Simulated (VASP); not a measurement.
# VB3Sb (Pm-3m) in VASP: single point with PBE

Aim: the single point of VB3Sb with PBE.

Program: VASP 6.6.1. These are calculated values, not measurements. Logs are shortened: lines on timing, memory, paths and dates and some standing lists are left out, and cuts for length are marked.

### Step 1. The cell of the first run

It takes space group Pm-3m (No. 221, cubic). Conventional cell: a = 4.404 Å, b = 4.404 Å, c = 4.404 Å, α = 90.00°, β = 90.00°, γ = 90.00°. Within 4.1 Å of V (site symmetry m-3m) lie 12 B at 3.11 Å and 8 Sb at 3.81 Å. Within 2.9 Å of B (site symmetry 4/mmm) lie 2 Sb at 2.20 Å. Within 2.9 Å of Sb (site symmetry m-3m) lie 6 B at 2.20 Å.

### Step 2. Single point, PBE, collinear spin, ferromagnetic start

File INCAR:

```
SYSTEM = VB3Sb
ALGO = Normal
EDIFF = 1E-6
ENCUT = 520
GGA = PE
ISIF = 2
ISMEAR = 0
ISPIN = 2
LASPH = .True.
LCHARG = .False.
LMAXMIX = 4
LORBIT = 11
LREAL = .False.
LWAVE = .False.
MAGMOM = 3.23 0 0 0 0
NBANDS = 26
NELM = 150
PREC = Accurate
SIGMA = 0.1
```

File KPOINTS:

```
k-points
0
Gamma
  8 8 8
  0 0 0
```

File POSCAR:

```
VB3Sb
1.0
    4.4035570689      0.0000000000      0.0000000000
    0.0000000000      4.4035570689      0.0000000000
    0.0000000000      0.0000000000      4.4035570689
V B Sb
1 3 1
Direct
    0.0000000000      0.0000000000      0.0000000000
    0.0000000000      0.5000000000      0.5000000000
    0.5000000000      0.0000000000      0.5000000000
    0.5000000000      0.5000000000      0.0000000000
    0.5000000000      0.5000000000      0.5000000000
```

Potentials or basis: VASP PAW PBE potentials, release 64 (V_sv, B, Sb).

Launch:

```
cat potpaw_PBE.64/V_sv/POTCAR potpaw_PBE.64/B/POTCAR potpaw_PBE.64/Sb/POTCAR > POTCAR
mpirun -np 1 vasp_std > vasp.out
```

OUTCAR:

```text
SYSTEM = VB3Sb
   EDIFF = 1E-6
   ENCUT = 520
   GGA = PE
   ISIF = 2
   ISMEAR = 0
   ISPIN = 2
   LASPH = .True.
   LORBIT = 11
   LREAL = .False.
   NELM = 150
   PREC = Accurate

 ion  position               nearest neighbor table
   1  0.000  0.000  0.000-
   2  0.000  0.500  0.500-   5 2.20   5 2.20
   3  0.500  0.000  0.500-   5 2.20   5 2.20
   4  0.500  0.500  0.000-   5 2.20   5 2.20
   5  0.500  0.500  0.500-   2 2.20   3 2.20   4 2.20   4 2.20   3 2.20   2 2.20

  LATTYP: Found a simple cubic cell.
 ALAT       =     4.4035570689

  Lattice vectors:

 A1 = (   4.4035570689,   0.0000000000,   0.0000000000)
 A2 = (   0.0000000000,   4.4035570689,   0.0000000000)
 A3 = (   0.0000000000,   0.0000000000,   4.4035570689)

Analysis of symmetry for initial positions (statically):
=====================================================================
 Subroutine PRICEL returns:
 Original cell was already a primitive cell.

 Routine SETGRP: Setting up the symmetry group for a
 simple cubic supercell.

 Subroutine GETGRP returns: Found 48 space group operations
 (whereof 48 operations were pure point group operations)
 out of a pool of 48 trial point group operations.

The static configuration has the point symmetry O_h .

Analysis of symmetry for dynamics (positions and initial velocities):
=====================================================================
 Subroutine PRICEL returns:
 Original cell was already a primitive cell.

 Routine SETGRP: Setting up the symmetry group for a
 simple cubic supercell.

 Subroutine GETGRP returns: Found 48 space group operations
 (whereof 48 operations were pure point group operations)
 out of a pool of 48 trial point group operations.

The dynamic configuration has the point symmetry O_h .

Analysis of structural, dynamic, and magnetic symmetry:
=====================================================================
 Subroutine PRICEL returns:
 Original cell was already a primitive cell.

 Routine SETGRP: Setting up the symmetry group for a
 simple cubic supercell.

 Subroutine GETGRP returns: Found 48 space group operations
 (whereof 48 operations were pure point group operations)
 out of a pool of 48 trial point group operations.

The overall configuration has the point symmetry O_h .

 Subroutine INISYM returns: Found 48 space group operations
 (whereof 48 operations are pure point group operations),
 and found     1 'primitive' translations

----------------------------------------------------------------------------------------

                                     Primitive cell

  volume of cell :      85.3908

  direct lattice vectors                    reciprocal lattice vectors
     4.403557069  0.000000000  0.000000000     0.227089143  0.000000000  0.000000000
     0.000000000  4.403557069  0.000000000     0.000000000  0.227089143  0.000000000
     0.000000000  0.000000000  4.403557069     0.000000000  0.000000000  0.227089143

  length of vectors
     4.403557069  4.403557069  4.403557069     0.227089143  0.227089143  0.227089143

  position of ions in fractional coordinates (direct lattice)
     0.000000000  0.000000000  0.000000000
     0.000000000  0.500000000  0.500000000
     0.500000000  0.000000000  0.500000000
     0.500000000  0.500000000  0.000000000
     0.500000000  0.500000000  0.500000000

  ion indices of the primitive-cell ions
   primitive index   ion index
                 1           1
                 2           2
                 3           3
                 4           4
                 5           5

----------------------------------------------------------------------------------------

 KPOINTS: k-points

Automatic generation of k-mesh.
 Grid dimensions read from file:
 generate k-points for:    8    8    8

 Generating k-lattice:

  Cartesian coordinates                     Fractional coordinates (reciprocal lattice)
     0.028386143  0.000000000  0.000000000     0.125000000  0.000000000  0.000000000
     0.000000000  0.028386143  0.000000000     0.000000000  0.125000000  0.000000000
     0.000000000  0.000000000  0.028386143     0.000000000  0.000000000  0.125000000

  Length of vectors
     0.028386143  0.028386143  0.028386143

  Shift w.r.t. Gamma in fractional coordinates (k-lattice)
     0.000000000  0.000000000  0.000000000

 Subroutine IBZKPT returns following result:
 ===========================================

 Found     35 irreducible k-points:

 Following reciprocal coordinates:
            Coordinates               Weight
  0.000000  0.000000  0.000000      1.000000
  0.125000  0.000000  0.000000      6.000000
  0.250000  0.000000  0.000000      6.000000
  0.375000  0.000000  0.000000      6.000000
  0.500000  0.000000  0.000000      3.000000
  0.125000  0.125000  0.000000     12.000000
[... 16 lines left out ...]
  0.375000  0.375000  0.125000     24.000000
  0.500000  0.375000  0.125000     24.000000
 [... further k-points ...]
   k-points           NKPTS =     35   k-points in BZ     NKDIM =     35   number of bands    NBANDS=     26
   number of dos      NEDOS =    301   number of ions     NIONS =      5
   total plane-waves  NPLWV =  46656
   dimension x,y,z NGX =    36 NGY =   36 NGZ =   36
   dimension x,y,z NGXF=    72 NGYF=   72 NGZF=   72
   ions per type =               1   3   1
   NGX,Y,Z   is equivalent  to a cutoff of  13.59, 13.59, 13.59 a.u.
   NGXF,Y,Z  is equivalent  to a cutoff of  27.18, 27.18, 27.18 a.u.
 SYSTEM =  VB3Sb
   PREC   = accura    normal or accurate (medium, high low for compatibility)
   ISTART =      0    job   : 0-new  1-cont  2-samecut
   ICHARG =      2    charge: 1-file 2-atom 10-const
   ISPIN  =      2    spin polarized calculation?
   LNONCOLLINEAR =      F non collinear calculations
   LSORBIT =      F    spin-orbit coupling
   LASPH  =      T    aspherical Exc in radial PAW
   ENCUT  =  520.0 eV  38.22 Ry    6.18 a.u.   8.19  8.19  8.19*2*pi/ulx,y,z
   NELM   =    150;   NELMIN=  2; NELMDL= -5     # of ELM steps
   EDIFF  = 0.1E-05   stopping-criterion for ELM
   LREAL  =      F    real-space projection
   EDIFFG = 0.1E-04   stopping-criterion for IOM
   NSW    =      0    number of steps for IOM
   IBRION =     -1    ionic relax: 0-MD 1-quasi-New 2-CG
   NFREE  =      0    steps in history (QN), initial steepest desc. (CG)
   ISIF   =      2    stress and relaxation
   ISYM   =      2    0-nonsym 1-usesym 2-fastsym
   POTIM  = 0.5000    time-step for ionic-motion
   TEBEG  =    0.0;   TEEND  =   0.0 temperature during run
   PSTRESS=    0.0 pullay stress
   NELECT =      27.0000    total number of electrons
   NUPDOWN=      -1.0000    fix difference up-down
   EMIN   =  10.00;   EMAX   =-10.00  energy-range for DOS
   EFERMI =   0.00;   METHOD = LEGACY
   ISMEAR =     0;   SIGMA  =   0.10  broadening in eV -4-tet -1-fermi 0-gaus
   EFERMI_NEDOS =   21; number of points for ismear=-14 and -15
   IALGO  =     38    algorithm
   IMIX   =      4    mixing-type and parameters
     AMIX     =   0.40;   BMIX     =  1.00
     AMIX_MAG =   1.60;   BMIX_MAG =  1.00
  volume/ion in A,a.u.               =      17.08       115.25
  Fermi-wavevector in a.u.,A,eV,Ry     =   1.115302  2.107615 16.924265  1.243898
  Thomas-Fermi vector in A             =   2.251905
   LORBIT       =     11    0 simple, 1 ext, 2 COOP (PROOUT), +10 PAW based schemes
   GGA     = PE    functional components
   LHFCALC =     F    Hartree Fock is set to
   AEXX    =    0.0000 exact exchange contribution
   IVDW    =     0    specifies the selected vdW correction
   LEPSILON=     F    determine dielectric tensor
   LRPA    =     F    only Hartree local field effects (RPA)
 spin polarized calculation
 Gauss-broadening in eV      SIGMA  =   0.10
  energy-cutoff  :      520.00
  volume of cell :       85.39
 maximum number of plane-waves:      2325
 NGX is ok and might be reduce to    36
   NGX = 17   NGY = 17   NGZ = 17

 number of electron      27.0000009 magnetization      -0.0022391

 number of electron      27.0000009 magnetization       0.0012480

 Free energy of the ion-electron system (eV)
  ---------------------------------------------------
  ext. energy  EPLUGINS =         0.00000000
  ---------------------------------------------------
  free energy    TOTEN  =       -20.67481638 eV

  energy without entropy =      -20.63267658  energy(sigma->0) =      -20.65374648

 E-fermi :   5.1635     XC(G=0):  -9.9970

 val. band max:        5.1629544477   @ k =   0.1250   0.0000   0.0000
 cond. band min:       5.1720227712   @ k =   0.2500   0.1250   0.1250
 fundamental gap:      0.0090683236
 Fermi energy:         5.1634500114

 spin component 1

 k-point     1 :       0.0000    0.0000    0.0000
  band No.  band energies     occupation
      1     -59.7061      1.00000
      2     -33.5281      1.00000
      3     -33.5281      1.00000
      4     -33.5281      1.00000
      5      -7.7330      1.00000
      6      -0.0975      1.00000
[... 661 lines left out ...]
     24      11.1352      0.00000
     25      12.8280      0.00000

 [... further k-points ...]

 spin component 2

 k-point     1 :       0.0000    0.0000    0.0000
  band No.  band energies     occupation
      1     -59.7048      1.00000
      2     -33.5267      1.00000
      3     -33.5267      1.00000
      4     -33.5267      1.00000
      5      -7.7331      1.00000
      6      -0.0976      1.00000
[... 661 lines left out ...]
     24      11.1356      0.00000
     25      12.8284      0.00000

 [... further k-points ...]

 [bands above 25 left out]

------------------------ aborting loop because EDIFF is reached ----------------------------------------

  FORCE on cell =-STRESS in cart. coord.  units (eV):
  Direction    XX          YY          ZZ          XY          YZ          ZX
  --------------------------------------------------------------------------------------
  -------------------------------------------------------------------------------------
  Total       -1.3366214     -1.3366214     -1.3366214      0.0000000     -0.0000000      0.0000000
  in kB      -25.0788785    -25.0788785    -25.0788785      0.0000000     -0.0000000      0.0000000
  external PRESSURE =     -25.0788785 kB  Pullay stress =       0.0000000 kB

 VOLUME and BASIS-vectors are now :
 -----------------------------------------------------------------------------
  energy-cutoff  :      520.00
  volume of cell :       85.39
      direct lattice vectors                 reciprocal lattice vectors
     4.403557069  0.000000000  0.000000000     0.227089143  0.000000000  0.000000000
     0.000000000  4.403557069  0.000000000     0.000000000  0.227089143  0.000000000
     0.000000000  0.000000000  4.403557069     0.000000000  0.000000000  0.227089143

 POSITION                                       TOTAL-FORCE (eV/Angst)
 -----------------------------------------------------------------------------------
      0.00000      0.00000      0.00000         0.000000      0.000000      0.000000
      0.00000      2.20178      2.20178         0.000000      0.000000      0.000000
      2.20178      0.00000      2.20178         0.000000      0.000000      0.000000
      2.20178      2.20178      0.00000         0.000000      0.000000      0.000000
      2.20178      2.20178      2.20178         0.000000      0.000000      0.000000
 -----------------------------------------------------------------------------------
    total drift:                                0.000000     -0.000000      0.000000

  FREE ENERGIE OF THE ION-ELECTRON SYSTEM (eV)
  ---------------------------------------------------
  free  energy   TOTEN  =       -20.6748163840 eV

  energy  without entropy=      -20.6326765810  energy(sigma->0) =      -20.65374648

 total charge

# of ion       s       p       d       tot
------------------------------------------
    1        2.171   6.011   2.876  11.057
    2        0.805   0.806   0.000   1.611
    3        0.805   0.806   0.000   1.611
    4        0.805   0.806   0.000   1.611
    5        1.070   1.339   0.207   2.616
--------------------------------------------------
tot          5.654   9.769   3.083  18.506

 magnetization (x)

# of ion       s       p       d       tot
------------------------------------------
    1        0.000   0.000   0.002   0.002
    2       -0.000  -0.000   0.000  -0.000
    3       -0.000  -0.000   0.000  -0.000
    4       -0.000  -0.000   0.000  -0.000
    5       -0.000  -0.000  -0.000  -0.000
--------------------------------------------------
tot          0.000  -0.000   0.002   0.001
```

Run time: 2.8 min. Hardware: 1 thread of Intel Xeon Platinum 8488C (Sapphire Rapids), shared host; peak memory 0.32 GiB.

Results:

| Quantity | Value |
| --- | --- |
| Free energy | -20.6748 eV |
| Pressure | -2.5 GPa |
| Net moment | 0.00 μB per cell |
| Valence electrons inside the program's atomic spheres | V 11.06; B 1.61; Sb 2.62 |

Caveat: spin-orbit coupling is left out, which moves the levels of the heavy elements.
